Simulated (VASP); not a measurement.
# C (a cell with a defect) in VASP: single point with PBE

Aim: the single point of C (a cell with a defect) with PBE.

Everything below comes from runs of VASP 6.6.1. Logs are shortened: lines on timing, memory, paths and dates and some standing lists are left out, and cuts for length are marked.

## (1) The cell of the first run

The cell holds a defect, 63 atoms: a = 7.140 Å, b = 7.140 Å, c = 7.140 Å, α = 90.00°, β = 90.00°, γ = 90.00°.

## (2) Single point, PBE

Contents of INCAR:

```
PREC = Accurate
ENCUT = 520
EDIFF = 1E-6
ISMEAR = 0
SIGMA = 0.05
LREAL = Auto
LASPH = T
NELM = 60
ALGO = Normal
ISIF = 2
LWAVE = F
LCHARG = T
GGA = PE
LELF = T
LVHAR = T
NBANDS = 163
```

Contents of KPOINTS:

```
Automatic mesh
0
Gamma
  2 2 2
```

Contents of POSCAR:

```
C
1.0
    7.1400000000      0.0000000000      0.0000000000
    0.0000000000      7.1400000000      0.0000000000
    0.0000000000      0.0000000000      7.1400000000
C
63
Direct
    0.4973600840     -0.0005640056     -0.0005452381
    0.6211820728      0.1255415966      0.1245267507
    0.7493878151      0.2500759104     -0.0002135854
    0.8739348739      0.3782579832      0.1245298319
    0.7361540616      0.0032081232      0.2531445378
   -0.0029715686      0.0024515406      0.0035182073
    0.1184747899      0.1274938375      0.1309309524
    0.2485696078      0.2515065826      0.0008313725
    0.3731350140      0.3763505602      0.1236035014
    0.4999103641      0.4995673669     -0.0019638655
    0.6231289916      0.6263348739      0.1236155462
    0.7479712885      0.7509387955      0.0008747899
    0.8719850140      0.8810434174      0.1309794118
    0.2458938375      0.0024368347      0.2523719888
    0.3734393557      0.1257268908      0.3756627451
    0.4981939776      0.2502927171      0.2475103641
    0.6266009804      0.3728471989      0.3624154062
    0.7491822129      0.5012500000      0.2475246499
    0.8737323529      0.6260201681      0.3756721289
    0.4981941176     -0.0024263305      0.5002277311
    0.6266064426      0.1124792717      0.6227782913
    0.8112522409      0.1878415966      0.4377927171
    0.8869843137      0.3729488796      0.6228854342
    0.7491824930     -0.0024126050      0.7511868347
    0.8737326331      0.1257361345      0.8759565826
    0.0000406162      0.5021183473     -0.0005415966
    0.1232152661      0.6277284314      0.1261952381
    0.2485903361      0.7508802521      0.0008156863
    0.3717427171      0.8762504202      0.1261859944
   -0.0036005602      0.2633037815      0.2530058824
    0.1248641457      0.3782508403      0.3754722689
    0.2499502801      0.5021121849      0.2493701681
    0.3745581232      0.6249089636      0.3742005602
    0.4973599440      0.7495189076      0.2493714286
    0.6211817927      0.8745901961      0.3754770308
   -0.0036058824      0.0030749300      0.5132399160
    0.1248638655      0.1255371148      0.6281878151
    0.2496119048      0.2500718487      0.5000075630
    0.3771862745      0.3733959384      0.6233312325
    0.5047120448      0.4947539216      0.4982584034
    0.6260733894      0.6222851541      0.6233427171
    0.7493875350      0.7498504202      0.5000119048
    0.8739345938      0.8745931373      0.6281955182
    0.2499501401     -0.0005652661      0.7520474790
    0.3745595238      0.1242651261      0.8748434174
    0.5047138655      0.2483229692      0.7446879552
    0.6260739496      0.3734068627      0.8722207283
    0.7511578431      0.4947915966      0.7447274510
    0.8752103641      0.6249420168      0.8748780112
   -0.0029719888      0.7535824930      0.2523872549
    0.1184735294      0.8809964986      0.3774287115
    0.0018627451      0.5012535014      0.5002330532
    0.1257987395      0.6263319328      0.6262833333
    0.2485683473      0.7508967787      0.5014418768
    0.3731350140      0.8736682073      0.6262858543
    0.0018633053      0.2502977591      0.7511903361
    0.1257990196      0.3763480392      0.8762679272
    0.2513717087      0.4995616246      0.7494971989
    0.3745271709      0.6249455182      0.8748809524
    0.4999102241      0.7481007003      0.7495030812
    0.6231288515      0.8736798319      0.8762708683
    0.0000406162      0.7495225490      0.7520542017
    0.1232154062      0.8762593838      0.8776640056
```

Potentials or basis: VASP PAW PBE potentials, release 64 (C).

The run is started by

```bash
> cat potpaw_PBE.64/C/POTCAR > POTCAR
> mpirun -np 1 vasp_std > vasp.out
```

OUTCAR:

```text
PREC = Accurate
   ENCUT = 520
   EDIFF = 1E-6
   ISMEAR = 0
   LREAL = Auto
   LASPH = T
   NELM = 60
   ISIF = 2
   GGA = PE

 ion  position               nearest neighbor table
   1  0.497  0.999  0.999-  45 1.53  61 1.54   2 1.55  29 1.55
   2  0.621  0.126  0.125-   5 1.51  16 1.53   1 1.55   3 1.56
   3  0.749  0.250  1.000-  25 1.54  47 1.54   4 1.56   2 1.56
   4  0.874  0.378  0.125-  30 1.51  18 1.53  26 1.55   3 1.56
   5  0.736  0.003  0.253-  35 1.51   2 1.51  13 1.57  22 1.94
   6  0.997  0.002  0.004-   7 1.54  13 1.54  25 1.54  63 1.56
[... 13 lines left out ...]
  20  0.498  0.998  0.500-  21 1.51  35 1.53  55 1.55  15 1.56
  21  0.627  0.112  0.623-  20 1.51  24 1.51  46 1.57  22 1.94
  22  0.811  0.188  0.438-   5 1.94  21 1.94  17 1.94  36 1.94  30 1.94  23 1.95
  23  0.887  0.373  0.623-  56 1.51  52 1.51  48 1.57  22 1.95
  24  0.749  0.998  0.751-  21 1.51  43 1.53  61 1.55  25 1.56
  25  0.874  0.126  0.876-   3 1.54   6 1.54  56 1.56  24 1.56
  26  0.000  0.502  0.999-  49 1.53  57 1.54   4 1.55  27 1.55
  27  0.123  0.628  0.126-  28 1.54  26 1.55  32 1.55  50 1.56
  28  0.249  0.751  0.001-  29 1.54  63 1.54  27 1.54  59 1.56
[... 33 lines left out ...]
  62  0.000  0.750  0.752-  49 1.53  53 1.54  43 1.55  63 1.55
  63  0.123  0.876  0.878-  28 1.54  62 1.55  44 1.55   6 1.56

  LATTYP: Found a simple cubic cell.
 ALAT       =     7.1400000000

  Lattice vectors:

 A1 = (   7.1400000000,   0.0000000000,   0.0000000000)
 A2 = (   0.0000000000,   7.1400000000,   0.0000000000)
 A3 = (   0.0000000000,   0.0000000000,   7.1400000000)

Analysis of symmetry for initial positions (statically):
=====================================================================
 Subroutine PRICEL returns:
 Original cell was already a primitive cell.

 Routine SETGRP: Setting up the symmetry group for a
 simple cubic supercell.

 Subroutine GETGRP returns: Found  1 space group operations
 (whereof  1 operations were pure point group operations)
 out of a pool of 48 trial point group operations.

The static configuration has the point symmetry C_1 .

Analysis of symmetry for dynamics (positions and initial velocities):
=====================================================================
 Subroutine PRICEL returns:
 Original cell was already a primitive cell.

 Routine SETGRP: Setting up the symmetry group for a
 simple cubic supercell.

 Subroutine GETGRP returns: Found  1 space group operations
[... 211 lines left out ...]
   NSW    =      0    number of steps for IOM
   IBRION =     -1    ionic relax: 0-MD 1-quasi-New 2-CG
   NFREE  =      0    steps in history (QN), initial steepest desc. (CG)
   ISIF   =      2    stress and relaxation
   ISYM   =      2    0-nonsym 1-usesym 2-fastsym
   POTIM  = 0.5000    time-step for ionic-motion
   TEBEG  =    0.0;   TEEND  =   0.0 temperature during run
   PSTRESS=    0.0 pullay stress
   NELECT =     252.0000    total number of electrons
   NUPDOWN=      -1.0000    fix difference up-down
   EMIN   =  10.00;   EMAX   =-10.00  energy-range for DOS
   EFERMI =   0.00;   METHOD = LEGACY
   ISMEAR =     0;   SIGMA  =   0.05  broadening in eV -4-tet -1-fermi 0-gaus
   EFERMI_NEDOS =   21; number of points for ismear=-14 and -15
   IALGO  =     38    algorithm
   IMIX   =      4    mixing-type and parameters
     AMIX     =   0.40;   BMIX     =  1.00
     AMIX_MAG =   1.60;   BMIX_MAG =  1.00
  volume/ion in A,a.u.               =       5.78        38.99
  Fermi-wavevector in a.u.,A,eV,Ry     =   1.448250  2.736795 28.537232  2.097427
  Thomas-Fermi vector in A             =   2.566112
   LORBIT       =      0    0 simple, 1 ext, 2 COOP (PROOUT), +10 PAW based schemes
   GGA     = PE    functional components
   LHFCALC =     F    Hartree Fock is set to
   AEXX    =    0.0000 exact exchange contribution
   IVDW    =     0    specifies the selected vdW correction
   LEPSILON=     F    determine dielectric tensor
   LRPA    =     F    only Hartree local field effects (RPA)
 non-spin polarized calculation
 Gauss-broadening in eV      SIGMA  =   0.05
  energy-cutoff  :      520.00
  volume of cell :      363.99
 maximum number of plane-waves:      9808
 NGX is ok and might be reduce to    54
   NGX = 27   NGY = 27   NGZ = 27

 number of electron     252.0000000 magnetization

 Free energy of the ion-electron system (eV)
  ---------------------------------------------------
  ext. energy  EPLUGINS =         0.00000000
  ---------------------------------------------------
  free energy    TOTEN  =      -563.37611730 eV

  energy without entropy =     -563.36086731  energy(sigma->0) =     -563.36849230

 E-fermi :  10.5129     XC(G=0): -13.1712

 val. band max:       10.5093066200   @ k =   0.0000   0.5000   0.0000
 cond. band min:      10.5443882539   @ k =   0.5000   0.5000   0.5000
 fundamental gap:      0.0350816339
 Fermi energy:        10.5129380284

 k-point     1 :       0.0000    0.0000    0.0000
  band No.  band energies     occupation
      1     -11.8854      2.00000
      2      -9.7479      2.00000
      3      -9.7479      2.00000
      4      -9.6657      2.00000
      5      -9.6656      2.00000
      6      -9.4907      2.00000
[... 1117 lines left out ...]
    137      15.5192      0.00000
    138      15.5192      0.00000
 [bands above 138 left out]

------------------------ aborting loop because EDIFF is reached ----------------------------------------

  FORCE on cell =-STRESS in cart. coord.  units (eV):
  Direction    XX          YY          ZZ          XY          YZ          ZX
  --------------------------------------------------------------------------------------
  -------------------------------------------------------------------------------------
  Total       -3.0344362     -3.0479913     -3.0527086     11.8179302    -11.8420463     11.8696762
  in kB      -13.3565397    -13.4162045    -13.4369683     52.0184452    -52.1245961     52.2462131
  external PRESSURE =     -13.4032375 kB  Pullay stress =       0.0000000 kB

 VOLUME and BASIS-vectors are now :
 -----------------------------------------------------------------------------
  energy-cutoff  :      520.00
  volume of cell :      363.99
      direct lattice vectors                 reciprocal lattice vectors
     7.140000000  0.000000000  0.000000000     0.140056022  0.000000000  0.000000000
     0.000000000  7.140000000  0.000000000     0.000000000  0.140056022  0.000000000
     0.000000000  0.000000000  7.140000000     0.000000000  0.000000000  0.140056022

 POSITION                                       TOTAL-FORCE (eV/Angst)
 -----------------------------------------------------------------------------------
      3.55115      7.13597      7.13611         0.009794     -0.004633     -0.009578
      4.43524      0.89637      0.88912         0.023335      0.002828     -0.004399
      5.35063      1.78554      7.13848        -0.001759     -0.003600      0.007670
      6.23989      2.70076      0.88914        -0.000173     -0.022003     -0.003827
      5.25614      0.02291      1.80745         0.009008      0.013997      0.010930
      7.11878      0.01750      0.02512        -0.006648      0.004208      0.003974
[... 55 lines left out ...]
      0.00029      5.35159      5.36967         0.002831     -0.011040     -0.000020
      0.87976      6.25649      6.26652        -0.006177      0.011958     -0.009478
 -----------------------------------------------------------------------------------
    total drift:                               -0.029853      0.023070     -0.029433

  FREE ENERGIE OF THE ION-ELECTRON SYSTEM (eV)
  ---------------------------------------------------
  free  energy   TOTEN  =      -563.3761172993 eV

  energy  without entropy=     -563.3608673093  energy(sigma->0) =     -563.36849230
```

Run time: 20 min. Hardware: 1 thread of Intel Xeon Platinum 8259CL at 2.50GHz (Skylake/Cascade Lake), shared host; peak memory 0.56 GiB.

Results:

| Quantity | Value |
| --- | --- |
| Free energy | -563.3761 eV |
| Pressure | -1.3 GPa |
| Largest force | 0.050 eV/Å |
| Band gap on the k mesh | zero (bands 126 and 127 overlap by 0.55 eV) |

Forces on the atoms (eV/Å):
```
C    0.010 -0.005 -0.010
C    0.023  0.003 -0.004
C   -0.002 -0.004  0.008
C    0.000 -0.022 -0.004
C    0.009  0.014  0.011
C   -0.007  0.004  0.004
C   -0.019  0.021  0.030
C   -0.009 -0.011  0.008
C    0.002  0.012  0.009
C    0.004 -0.005  0.016
C   -0.010 -0.003  0.008
C    0.013  0.010  0.007
C   -0.021  0.020  0.029
C    0.000  0.003 -0.001
C    0.017  0.007  0.009
C   -0.012 -0.001  0.009
C    0.033 -0.029  0.012
C    0.000  0.008  0.008
C   -0.005 -0.015  0.008
C   -0.007  0.016 -0.002
C    0.031  0.019 -0.035
C    0.004 -0.013 -0.018
C   -0.016 -0.024 -0.027
C   -0.002  0.007  0.014
C   -0.005  0.004 -0.014
C    0.003 -0.013 -0.009
C   -0.006 -0.009  0.002
C    0.000 -0.001 -0.004
C    0.006  0.007  0.005
C   -0.009 -0.006  0.005
C   -0.008 -0.025  0.016
C    0.008  0.000 -0.004
C    0.019 -0.012  0.023
C   -0.004 -0.012 -0.005
C    0.025  0.003  0.012
C   -0.011  0.008 -0.006
C   -0.003  0.008 -0.027
C   -0.011 -0.001 -0.002
C    0.021 -0.007 -0.014
C    0.001  0.003 -0.023
C    0.006 -0.018 -0.014
C   -0.003  0.006 -0.002
C   -0.002  0.005 -0.031
C    0.008  0.000  0.000
C    0.021  0.020 -0.006
C    0.005 -0.016  0.005
C    0.010 -0.005 -0.008
C    0.020 -0.008  0.004
C   -0.015 -0.014 -0.007
C   -0.003  0.000 -0.004
C   -0.022  0.023  0.028
C   -0.022  0.003 -0.004
C   -0.010 -0.001  0.005
C   -0.012  0.012 -0.016
C   -0.002  0.016  0.004
C   -0.013 -0.003  0.011
C   -0.022  0.008  0.004
C    0.000 -0.005 -0.008
C    0.000 -0.001  0.007
C    0.006  0.002 -0.007
C   -0.010  0.018  0.006
C    0.003 -0.011  0.000
C   -0.006  0.012 -0.009
```

Stress tensor (GPa, compression positive):
```
-1.34  5.20  5.22
 5.20 -1.34 -5.21
 5.22 -5.21 -1.34
```

Caveat: the k points lie up to 0.44 Å⁻¹ apart, too coarse for converged energies and pressures of a metal.

The gap in the log of VASP goes by the Fermi energy; the results here count the filled bands.